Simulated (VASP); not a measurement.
# Co2Si3 (P-3m1) in VASP: relaxation of cell and atoms with PBE

Aim: the relaxation of cell and atoms of Co2Si3 with PBE.

Program: VASP 6.6.1. These are calculated values, not measurements. Logs are shortened: lines on timing, memory, paths and dates and some standing lists are left out, and cuts for length are marked.

**1. The cell of the first run**

The structure is trigonal, space group P-3m1 (No. 164). The conventional cell has a = 3.836 Å, b = 3.836 Å, c = 4.685 Å, α = 90.00°, β = 90.00°, γ = 120.00°. Co (site symmetry 3m) has 8 Si at 2.28 to 2.40 Å and 3 Co at 2.66 Å within 3.0 Å. Within 3.1 Å of Si (site symmetry -3m) lie 6 Co at 2.34 Å and 6 Si at 2.77 Å. Within 3.0 Å of Si (site symmetry 3m) lie 5 Co at 2.28 to 2.40 Å and 6 Si at 2.60 to 2.77 Å.

**2. Relaxation of cell and atoms, PBE**

File INCAR:

```
PREC     = Accurate       # precision mode
ENCUT    = 600            # plane-wave cutoff, eV
EDIFF    = 1E-6           # SCF threshold, eV
ISMEAR   = 0              # smearing method
SIGMA    = 0.1            # smearing width, eV
LREAL    = F              # projectors in reciprocal space
LASPH    = T              # aspherical terms in the spheres
NELM     = 60             # most SCF steps
ALGO     = Normal         # electronic algorithm
ISIF     = 3              # what is computed and relaxed
LWAVE    = F              # write WAVECAR
LCHARG   = F              # write CHGCAR
GGA      = PE             # functional
IBRION   = 2              # ionic algorithm
NSW      = 100            # ionic steps
EDIFFG   = -0.01          # ionic threshold
```

File KPOINTS:

```
Automatic mesh
0
Gamma
  12 12 8
```

File POSCAR:

```
Co2Si3
1.0
    3.8358164900      0.0000000000      0.0000000000
   -1.9179082450      3.3219145246      0.0000000000
    0.0000000000      0.0000000000      4.6848755824
Co Si
2 3
Direct
    0.3333333333      0.6666666667      0.1582096384
    0.6666666667      0.3333333333      0.8417903616
    0.0000000000      0.0000000000      0.0000000000
    0.3333333333      0.6666666667      0.6450783458
    0.6666666667      0.3333333333      0.3549216542
```

Potentials or basis: VASP PAW PBE potentials, release 64 (Co, Si).

Launch:

```
$ cat potpaw_PBE.64/Co/POTCAR potpaw_PBE.64/Si/POTCAR > POTCAR
$ mpirun -np 1 vasp_std > vasp.out
```

OUTCAR:

```text
PREC = Accurate
   ENCUT = 600
   EDIFF = 1E-6
   ISMEAR = 0
   LREAL = F
   LASPH = T
   NELM = 60
   ISIF = 3
   GGA = PE
   IBRION = 2
   NSW = 100
   EDIFFG = -0.01

 ion  position               nearest neighbor table
   1  0.333  0.667  0.158-   4 2.28   3 2.34   3 2.34   3 2.34   5 2.40   5 2.40   5 2.40   4 2.40
                             2 2.66   2 2.66   2 2.66
   2  0.667  0.333  0.842-   5 2.28   3 2.34   3 2.34   3 2.34   4 2.40   4 2.40   4 2.40   5 2.40
                             1 2.66   1 2.66   1 2.66
   3  0.000  0.000  0.000-   1 2.34   2 2.34   2 2.34   1 2.34   2 2.34   1 2.34   4 2.77   5 2.77
                             5 2.77   4 2.77   4 2.77   5 2.77
   4  0.333  0.667  0.645-   1 2.28   2 2.40   2 2.40   2 2.40   1 2.40   5 2.60   5 2.60   5 2.60
                             3 2.77   3 2.77   3 2.77
   5  0.667  0.333  0.355-   2 2.28   1 2.40   1 2.40   1 2.40   2 2.40   4 2.60   4 2.60   4 2.60
                             3 2.77   3 2.77   3 2.77

  LATTYP: Found a hexagonal cell.
 ALAT       =     3.8358164900
 C/A-ratio  =     1.2213502900

  Lattice vectors:

 A1 = (   3.8358164900,   0.0000000000,   0.0000000000)
 A2 = (  -1.9179082450,   3.3219145246,   0.0000000000)
 A3 = (   0.0000000000,   0.0000000000,   4.6848755824)

Analysis of symmetry for initial positions (statically):
=====================================================================
 Subroutine PRICEL returns:
 Original cell was already a primitive cell.

 Routine SETGRP: Setting up the symmetry group for a
 hexagonal supercell.

 Subroutine GETGRP returns: Found 12 space group operations
 (whereof 12 operations were pure point group operations)
 out of a pool of 24 trial point group operations.

The static configuration has the point symmetry D_3d.

Analysis of symmetry for dynamics (positions and initial velocities):
=====================================================================
 Subroutine PRICEL returns:
 Original cell was already a primitive cell.

 Routine SETGRP: Setting up the symmetry group for a
 hexagonal supercell.

 Subroutine GETGRP returns: Found 12 space group operations
 (whereof 12 operations were pure point group operations)
 out of a pool of 24 trial point group operations.

The dynamic configuration has the point symmetry D_3d.

 Subroutine INISYM returns: Found 12 space group operations
 (whereof 12 operations are pure point group operations),
 and found     1 'primitive' translations

----------------------------------------------------------------------------------------

                                     Primitive cell

  volume of cell :      59.6959

  direct lattice vectors                    reciprocal lattice vectors
     3.835816490  0.000000000  0.000000000     0.260700689  0.150515613  0.000000000
    -1.917908245  3.321914525  0.000000000     0.000000000  0.301031225  0.000000000
     0.000000000  0.000000000  4.684875582     0.000000000  0.000000000  0.213452840

  length of vectors
     3.835816490  3.835816490  4.684875582     0.301031225  0.301031225  0.213452840

  position of ions in fractional coordinates (direct lattice)
     0.333333333  0.666666667  0.158209638
     0.666666667  0.333333333  0.841790362
     0.000000000  0.000000000  0.000000000
     0.333333333  0.666666667  0.645078346
     0.666666667  0.333333333  0.354921654

  ion indices of the primitive-cell ions
   primitive index   ion index
                 1           1
                 2           2
                 3           3
                 4           4
                 5           5

----------------------------------------------------------------------------------------

 KPOINTS: Automatic mesh

Automatic generation of k-mesh.
 Grid dimensions read from file:
 generate k-points for:   12   12    8

 Generating k-lattice:

  Cartesian coordinates                     Fractional coordinates (reciprocal lattice)
     0.021725057  0.012542968  0.000000000     0.083333333  0.000000000  0.000000000
     0.000000000  0.025085935  0.000000000     0.000000000  0.083333333  0.000000000
     0.000000000  0.000000000  0.026681605     0.000000000  0.000000000  0.125000000

  Length of vectors
     0.025085935  0.025085935  0.026681605

  Shift w.r.t. Gamma in fractional coordinates (k-lattice)
     0.000000000  0.000000000  0.000000000

 Subroutine IBZKPT returns following result:
 ===========================================

 Found    131 irreducible k-points:

 Following reciprocal coordinates:
            Coordinates               Weight
  0.000000  0.000000  0.000000      1.000000
  0.083333 -0.000000  0.000000      6.000000
  0.166667 -0.000000  0.000000      6.000000
  0.250000 -0.000000  0.000000      6.000000
  0.333333  0.000000  0.000000      6.000000
  0.416667 -0.000000  0.000000      6.000000
[... 16 lines left out ...]
  0.166667 -0.000000  0.125000      6.000000
  0.000000  0.166667  0.125000      6.000000
 [... further k-points ...]
   k-points           NKPTS =    131   k-points in BZ     NKDIM =    131   number of bands    NBANDS=     19
   number of dos      NEDOS =    301   number of ions     NIONS =      5
   total plane-waves  NPLWV =  40960
   dimension x,y,z NGX =    32 NGY =   32 NGZ =   40
   dimension x,y,z NGXF=    64 NGYF=   64 NGZF=   80
   ions per type =               2   3
   NGX,Y,Z   is equivalent  to a cutoff of  13.87, 13.87, 14.19 a.u.
   NGXF,Y,Z  is equivalent  to a cutoff of  27.74, 27.74, 28.39 a.u.
 SYSTEM =  unknown system
   PREC   = accura    normal or accurate (medium, high low for compatibility)
   ISTART =      0    job   : 0-new  1-cont  2-samecut
   ICHARG =      2    charge: 1-file 2-atom 10-const
   ISPIN  =      1    spin polarized calculation?
   LNONCOLLINEAR =      F non collinear calculations
   LSORBIT =      F    spin-orbit coupling
   LASPH  =      T    aspherical Exc in radial PAW
   ENCUT  =  600.0 eV  44.10 Ry    6.64 a.u.   7.66  7.66  9.36*2*pi/ulx,y,z
   NELM   =     60;   NELMIN=  2; NELMDL= -5     # of ELM steps
   EDIFF  = 0.1E-05   stopping-criterion for ELM
   LREAL  =      F    real-space projection
   EDIFFG = -.1E-01   stopping-criterion for IOM
   NSW    =    100    number of steps for IOM
   IBRION =      2    ionic relax: 0-MD 1-quasi-New 2-CG
   NFREE  =      1    steps in history (QN), initial steepest desc. (CG)
   ISIF   =      3    stress and relaxation
   ISYM   =      2    0-nonsym 1-usesym 2-fastsym
   POTIM  = 0.5000    time-step for ionic-motion
   TEBEG  =    0.0;   TEEND  =   0.0 temperature during run
   PSTRESS=    0.0 pullay stress
   NELECT =      30.0000    total number of electrons
   NUPDOWN=      -1.0000    fix difference up-down
   EMIN   =  10.00;   EMAX   =-10.00  energy-range for DOS
   EFERMI =   0.00;   METHOD = LEGACY
   ISMEAR =     0;   SIGMA  =   0.10  broadening in eV -4-tet -1-fermi 0-gaus
   EFERMI_NEDOS =   21; number of points for ismear=-14 and -15
   IALGO  =     38    algorithm
   IMIX   =      4    mixing-type and parameters
     AMIX     =   0.40;   BMIX     =  1.00
     AMIX_MAG =   1.60;   BMIX_MAG =  1.00
  volume/ion in A,a.u.               =      11.94        80.57
  Fermi-wavevector in a.u.,A,eV,Ry     =   1.301569  2.459608 23.049377  1.694081
  Thomas-Fermi vector in A             =   2.432694
   LORBIT       =      0    0 simple, 1 ext, 2 COOP (PROOUT), +10 PAW based schemes
   GGA     = PE    functional components
   LHFCALC =     F    Hartree Fock is set to
   AEXX    =    0.0000 exact exchange contribution
   IVDW    =     0    specifies the selected vdW correction
   LEPSILON=     F    determine dielectric tensor
   LRPA    =     F    only Hartree local field effects (RPA)
 conjugate gradient relaxation of ions
 non-spin polarized calculation
 Gauss-broadening in eV      SIGMA  =   0.10
  energy-cutoff  :      600.00
  volume of cell :       59.70
 maximum number of plane-waves:      2016
 NGX is ok and might be reduce to    32
   NGX = 15   NGY = 15   NGZ = 19

--------------------------------------- Ionic step        1  -------------------------------------------

 number of electron      29.9999998 magnetization

 Free energy of the ion-electron system (eV)
  ---------------------------------------------------
  ext. energy  EPLUGINS =         0.00000000
  ---------------------------------------------------
  free energy    TOTEN  =       -32.67732474 eV

  energy without entropy =      -32.66831907  energy(sigma->0) =      -32.67282190

------------------------ aborting loop because EDIFF is reached ----------------------------------------

  FORCE on cell =-STRESS in cart. coord.  units (eV):
  Direction    XX          YY          ZZ          XY          YZ          ZX
  --------------------------------------------------------------------------------------
  -------------------------------------------------------------------------------------
  Total        0.2433201      0.2433201     -0.3132789      0.0000000      0.0000000      0.0000000
  in kB        6.5304678      6.5304678     -8.4080908      0.0000000      0.0000000      0.0000000
  external PRESSURE =       1.5509483 kB  Pullay stress =       0.0000000 kB
[... 98 lines left out ...]
  FREE ENERGIE OF THE ION-ELECTRON SYSTEM (eV)
  ---------------------------------------------------
  free  energy   TOTEN  =       -32.6784704505 eV

  energy  without entropy=      -32.6694445236  energy(sigma->0) =      -32.67395749

[... ionic steps 4 to 15 ...]

--------------------------------------- Ionic step       16  -------------------------------------------

 number of electron      29.9999998 magnetization

------------------------ aborting loop because EDIFF is reached ----------------------------------------
[... 73 lines left out ...]
--------------------------------------- Ionic step       18  -------------------------------------------

 number of electron      29.9999999 magnetization

 Free energy of the ion-electron system (eV)
  ---------------------------------------------------
  ext. energy  EPLUGINS =         0.00000000
  ---------------------------------------------------
  free energy    TOTEN  =       -32.67872776 eV

  energy without entropy =      -32.66970359  energy(sigma->0) =      -32.67421567

 E-fermi :  11.6266     XC(G=0): -12.1889

 val. band max:       11.6173443186   @ k =   0.0833  -0.0000   0.2500
 cond. band min:      11.6442634789   @ k =   0.0000   0.1667   0.3750
 fundamental gap:      0.0269191603
 Fermi energy:        11.6265573691

 k-point     1 :       0.0000    0.0000    0.0000
  band No.  band energies     occupation
      1      -2.4598      2.00000
      2       3.2988      2.00000
      3       3.4407      2.00000
      4       6.4288      2.00000
      5       6.4288      2.00000
      6       7.7352      2.00000
[... 505 lines left out ...]
      6       6.8677      2.00000
[... 11 lines left out ...]
     18      14.3482      0.00000
     19      14.8262      0.00000

 [... further k-points ...]

------------------------ aborting loop because EDIFF is reached ----------------------------------------

  FORCE on cell =-STRESS in cart. coord.  units (eV):
  Direction    XX          YY          ZZ          XY          YZ          ZX
  --------------------------------------------------------------------------------------
  -------------------------------------------------------------------------------------
  Total        0.0088311      0.0088311      0.0183572      0.0000000      0.0000000      0.0000000
  in kB        0.2367590      0.2367590      0.4921527      0.0000000      0.0000000      0.0000000
  external PRESSURE =       0.3218903 kB  Pullay stress =       0.0000000 kB
[... 20 lines left out ...]
  FREE ENERGIE OF THE ION-ELECTRON SYSTEM (eV)
  ---------------------------------------------------
  free  energy   TOTEN  =       -32.6787277603 eV

  energy  without entropy=      -32.6697035878  energy(sigma->0) =      -32.67421567

 reached required accuracy - stopping structural energy minimisation
```

Run time: 7.1 min. Hardware: 1 thread of Intel Xeon 6975P-C (Granite Rapids), shared host; peak memory 0.33 GiB.

What came out:

| Property | Result |
| --- | --- |
| Free energy | -32.6787 eV |
| Relaxed volume | 11.95 Å³/atom |
| Relaxed cell | a = 3.846 Å, b = 3.846 Å, c = 4.664 Å, α = 90.00°, β = 90.00°, γ = 120.00° |
| Space group after relaxing (to 0.1 Å) | P-3m1 (No. 164) |
| Energy gained by relaxing | 0.3 meV/atom |
| Ionic steps | 18 |
| Pressure after relaxing | 0.0 GPa |
| Largest force after relaxing | 0.005 eV/Å |
| Band gap on the k mesh | zero (bands 15 and 16 overlap by 0.95 eV) |

Forces on the atoms (eV/Å):
```
Co   0.000  0.000 -0.005
Co   0.000  0.000  0.005
Si   0.000  0.000  0.000
Si   0.000  0.000 -0.003
Si   0.000  0.000  0.003
```

The path:
```tsv
step	energy change (eV)	largest force (eV/Å)	pressure (GPa)	volume (Å³)
1	0.0000	0.0119	0.16	59.70
2	-0.0011	0.0543	-0.12	59.80
3	-0.0011	0.0592	-0.18	59.80
4	-0.0014	0.0131	0.05	59.71
5	-0.0014	0.0133	-0.12	59.71
6	-0.0013	0.0035	0.26	59.65
7	-0.0014	0.0091	0.28	59.68
8	-0.0014	0.0121	0.20	59.70
9	-0.0014	0.0126	0.20	59.70
10	-0.0014	0.0131	0.18	59.71
11	-0.0014	0.0134	0.17	59.71
12	-0.0014	0.0135	-0.01	59.71
13	-0.0014	0.0132	0.22	59.71
14	-0.0014	0.0137	0.11	59.71
15	-0.0014	0.0136	0.14	59.71
16	-0.0014	0.0136	0.14	59.71
17	-0.0014	0.0135	0.14	59.71
18	-0.0014	0.0050	0.03	59.76
```

Final structure:
```
Co Si
1.0
     3.84645    0.00000    0.00000
    -1.92323    3.33112    0.00000
     0.00000    0.00000    4.66409
Co Si
2 3
Direct
  0.33333 0.66667 0.15738
  0.66667 0.33333 0.84262
  0.00000 0.00000 0.00000
  0.33333 0.66667 0.64513
  0.66667 0.33333 0.35487
```

Caveat: the run has no spin polarisation, though such a crystal can be magnetic. Spin polarisation is off, so any magnetic state and its effect on volume and gap are missing.

The gap in the log of VASP goes by the Fermi energy; the results here count the filled bands.